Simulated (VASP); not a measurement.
# C (P6/mmm) in VASP: relaxation of shape and atoms at fixed volume with PBE

Aim: the relaxation of shape and atoms at fixed volume of C with PBE.

All numbers are computed with VASP 6.6.1; they aren't measurements. Logs are shortened: lines on timing, memory, paths and dates and some standing lists are left out, and cuts for length are marked.

**1. The cell of the first run**

Symmetry: P6/mmm, No. 191, hexagonal system. Conventional cell: a = 5.561 Å, b = 5.561 Å, c = 1.183 Å, α = 90.00°, β = 90.00°, γ = 120.00°. C (site symmetry 6/mmm) has 2 C at 1.18 Å within 1.6 Å. C (site symmetry -6m2) has 2 C at 1.18 Å within 1.6 Å.

**2. Relaxation of shape and atoms at fixed volume, PBE**

Input file INCAR:

```
SYSTEM = C
ALGO     = Normal         ! electronic algorithm
EDIFF    = 1E-6           ! SCF threshold, eV
EDIFFG   = -0.005         ! ionic threshold
ENCUT    = 600            ! plane-wave cutoff, eV
GGA      = PE             ! functional
IBRION   = 2              ! ionic algorithm
ISIF     = 4              ! what is computed and relaxed
ISMEAR   = -1             ! smearing method
LASPH    = .True.         ! aspherical terms in the spheres
LCHARG   = .False.        ! write CHGCAR
LREAL    = .False.        ! projectors in reciprocal space
LWAVE    = .False.        ! write WAVECAR
NELM     = 60             ! most SCF steps
NSW      = 50             ! ionic steps
PREC     = Accurate       ! precision mode
SIGMA    = 0.05           ! smearing width, eV
```

Input file KPOINTS:

```
k-points
0
Gamma
  12 12 16
  0 0 0
```

Input file POSCAR:

```
C
1.0
    5.5606103570      0.0000000000      0.0000000000
   -2.7803051785      4.8156298297      0.0000000000
    0.0000000000      0.0000000000      1.1825931109
C
3
Direct
    0.0000000000      0.0000000000      0.0000000000
    0.3333333333      0.6666666667      0.5000000000
    0.6666666667      0.3333333333      0.5000000000
```

Potentials or basis: VASP PAW PBE potentials, release 64 (C).

Command:

```console
> cat potpaw_PBE.64/C/POTCAR > POTCAR
> mpirun -np 1 vasp_std > vasp.out
```

OUTCAR:

```text
SYSTEM = C
   EDIFF = 1E-6
   EDIFFG = -0.005
   ENCUT = 600
   GGA = PE
   IBRION = 2
   ISIF = 4
   ISMEAR = -1
   LASPH = .True.
   LREAL = .False.
   NELM = 60
   NSW = 50
   PREC = Accurate

 ion  position               nearest neighbor table
   1  0.000  0.000  0.000-
   2  0.333  0.667  0.500-
   3  0.667  0.333  0.500-

  LATTYP: Found a hexagonal cell.
 ALAT       =     5.5606103570
 C/A-ratio  =     0.2126732562

  Lattice vectors:

 A1 = (   5.5606103570,   0.0000000000,   0.0000000000)
 A2 = (  -2.7803051785,   4.8156298297,   0.0000000000)
 A3 = (   0.0000000000,   0.0000000000,   1.1825931109)

Analysis of symmetry for initial positions (statically):
=====================================================================
 Subroutine PRICEL returns:
 Original cell was already a primitive cell.

 Routine SETGRP: Setting up the symmetry group for a
 hexagonal supercell.

 Subroutine GETGRP returns: Found 24 space group operations
 (whereof 24 operations were pure point group operations)
 out of a pool of 24 trial point group operations.

The static configuration has the point symmetry D_6h.

Analysis of symmetry for dynamics (positions and initial velocities):
=====================================================================
 Subroutine PRICEL returns:
 Original cell was already a primitive cell.

 Routine SETGRP: Setting up the symmetry group for a
 hexagonal supercell.

 Subroutine GETGRP returns: Found 24 space group operations
 (whereof 24 operations were pure point group operations)
 out of a pool of 24 trial point group operations.

The dynamic configuration has the point symmetry D_6h.

 Subroutine INISYM returns: Found 24 space group operations
 (whereof 24 operations are pure point group operations),
 and found     1 'primitive' translations

----------------------------------------------------------------------------------------

                                     Primitive cell

  volume of cell :      31.6673

  direct lattice vectors                    reciprocal lattice vectors
     5.560610357  0.000000000  0.000000000     0.179836373  0.103828579  0.000000000
    -2.780305178  4.815629830  0.000000000     0.000000000  0.207657157  0.000000000
     0.000000000  0.000000000  1.182593111     0.000000000  0.000000000  0.845599379

  length of vectors
     5.560610357  5.560610357  1.182593111     0.207657157  0.207657157  0.845599379

  position of ions in fractional coordinates (direct lattice)
     0.000000000  0.000000000  0.000000000
     0.333333333  0.666666667  0.500000000
     0.666666667  0.333333333  0.500000000

[... 88 lines left out ...]
   NELECT =      12.0000    total number of electrons
   NUPDOWN=      -1.0000    fix difference up-down
   EMIN   =  10.00;   EMAX   =-10.00  energy-range for DOS
   EFERMI =   0.00;   METHOD = LEGACY
   ISMEAR =    -1;   SIGMA  =   0.05  broadening in eV -4-tet -1-fermi 0-gaus
   EFERMI_NEDOS =   21; number of points for ismear=-14 and -15
   IALGO  =     38    algorithm
   IMIX   =      4    mixing-type and parameters
     AMIX     =   0.40;   BMIX     =  1.00
     AMIX_MAG =   1.60;   BMIX_MAG =  1.00
  volume/ion in A,a.u.               =      10.56        71.23
  Fermi-wavevector in a.u.,A,eV,Ry     =   1.184672  2.238706 19.095079  1.403449
  Thomas-Fermi vector in A             =   2.320882
   LORBIT       =      0    0 simple, 1 ext, 2 COOP (PROOUT), +10 PAW based schemes
   GGA     = PE    functional components
   LHFCALC =     F    Hartree Fock is set to
   AEXX    =    0.0000 exact exchange contribution
   IVDW    =     0    specifies the selected vdW correction
   LEPSILON=     F    determine dielectric tensor
   LRPA    =     F    only Hartree local field effects (RPA)
 conjugate gradient relaxation of ions
 non-spin polarized calculation
  energy-cutoff  :      600.00
  volume of cell :       31.67
 maximum number of plane-waves:      1092
 NGX is ok and might be reduce to    48
   NGX = 23   NGY = 23   NGZ =  5

--------------------------------------- Ionic step        1  -------------------------------------------

 number of electron      11.9999998 magnetization

 Free energy of the ion-electron system (eV)
  ---------------------------------------------------
  ext. energy  EPLUGINS =         0.00000000
  ---------------------------------------------------
  free energy    TOTEN  =       -23.19205234 eV

  energy without entropy =      -23.18819985  energy(sigma->0) =      -23.19012610

------------------------ aborting loop because EDIFF is reached ----------------------------------------

  FORCE on cell =-STRESS in cart. coord.  units (eV):
  Direction    XX          YY          ZZ          XY          YZ          ZX
  --------------------------------------------------------------------------------------
  -------------------------------------------------------------------------------------
  Total        0.5087003      0.5087003     35.8664135      0.0000000      0.0000000      0.0000000
  in kB       25.7372219     25.7372219   1814.6280849      0.0000000      0.0000000      0.0000000
  external PRESSURE =     622.0341762 kB  Pullay stress =       0.0000000 kB
[... 61 lines left out ...]
--------------------------------------- Ionic step        3  -------------------------------------------

 number of electron      12.0000001 magnetization

 E-fermi :   2.9132     XC(G=0): -10.2907

 val. band max:        2.9128198710   @ k =   0.3333   0.2500   0.3125
 cond. band min:       2.9242005411   @ k =   0.1667   0.0000   0.3125
 fundamental gap:      0.0113806702
 Fermi energy:         2.9131926358

 k-point     1 :       0.0000    0.0000    0.0000
  band No.  band energies     occupation
      1     -13.3471      2.00000
      2     -11.2355      2.00000
      3     -11.2323      2.00000
      4      -2.3612      2.00000
      5      -2.3612      2.00000
      6      -2.3607      2.00000
      7      -2.3607      2.00000
      8       1.5313      2.00000
      9       1.5313      2.00000
     10      11.8285      0.00000
[... 409 lines left out ...]
--------------------------------------- Ionic step        6  -------------------------------------------

 number of electron      12.0000000 magnetization

 Free energy of the ion-electron system (eV)
  ---------------------------------------------------
  ext. energy  EPLUGINS =         0.00000000
  ---------------------------------------------------
  free energy    TOTEN  =       -24.48061091 eV

  energy without entropy =      -24.47772507  energy(sigma->0) =      -24.47916799

 E-fermi :   2.5958     XC(G=0):  -9.7400

 val. band max:        2.5642038359   @ k =   0.2500   0.1667   0.2500
 cond. band min:       2.6739516226   @ k =   0.2500   0.0000   0.2500
 fundamental gap:      0.1097477867
 Fermi energy:         2.5957856123

 k-point     1 :       0.0000    0.0000    0.0000
  band No.  band energies     occupation
      1     -14.6649      2.00000
      2     -13.4942      2.00000
      3     -13.4941      2.00000
      4      -3.7567      2.00000
      5      -3.7567      2.00000
      6      -3.7567      2.00000
      7      -3.7567      2.00000
      8      -1.2942      2.00000
      9      -1.2942      2.00000
     10       9.0665      0.00000
[... 329 lines left out ...]
  FREE ENERGIE OF THE ION-ELECTRON SYSTEM (eV)
  ---------------------------------------------------
  free  energy   TOTEN  =       -24.4806109141 eV

  energy  without entropy=      -24.4777250708  energy(sigma->0) =      -24.47916799

 reached required accuracy - stopping structural energy minimisation
```

CONTCAR:

```text
C
   1.00000000000000
     5.3531599556391587    0.0000000000000000    0.0000000000000000
    -2.6765799778195793    4.6359725120965338    0.0000000000000000
     0.0000000000000000    0.0000000000000000    1.2760269066764616
  C
     3
Direct
     0.0000000000000000    0.0000000000000000    0.0000000000000000
     0.3333333332999970    0.6666666667000030    0.5000000000000000
     0.6666666667000030    0.3333333332999970    0.5000000000000000

  0.00000000E+00  0.00000000E+00  0.00000000E+00
  0.00000000E+00  0.00000000E+00  0.00000000E+00
  0.00000000E+00  0.00000000E+00  0.00000000E+00
```

Wall time 4.7 min (1 thread of Intel Xeon 8259CL, shared host); peak memory 0.19 GiB.

What came out:

- Free energy: -24.4806 eV
- Pressure after relaxing: 7.9 GPa
- Band gap on the k mesh: zero (bands 6 and 7 overlap by 15.58 eV)

Stress tensor (GPa, compression positive):
```
7.84 0.00 0.00
0.00 7.84 0.00
0.00 0.00 7.95
```

Final structure:
```cif
data_structure
_symmetry_space_group_name_H-M 'P 1'
_symmetry_Int_Tables_number 1
_cell_length_a 5.3532
_cell_length_b 5.3532
_cell_length_c 1.2760
_cell_angle_alpha 90.000
_cell_angle_beta 90.000
_cell_angle_gamma 120.000
_cell_volume 31.67
loop_
_atom_site_label
_atom_site_type_symbol
_atom_site_fract_x
_atom_site_fract_y
_atom_site_fract_z
_atom_site_occupancy
C1 C 0.00000 0.00000 0.00000 1
C2 C 0.33333 0.66667 0.50000 1
C3 C 0.66667 0.33333 0.50000 1
```

The gap in the log of VASP goes by the Fermi energy; the results here count the filled bands.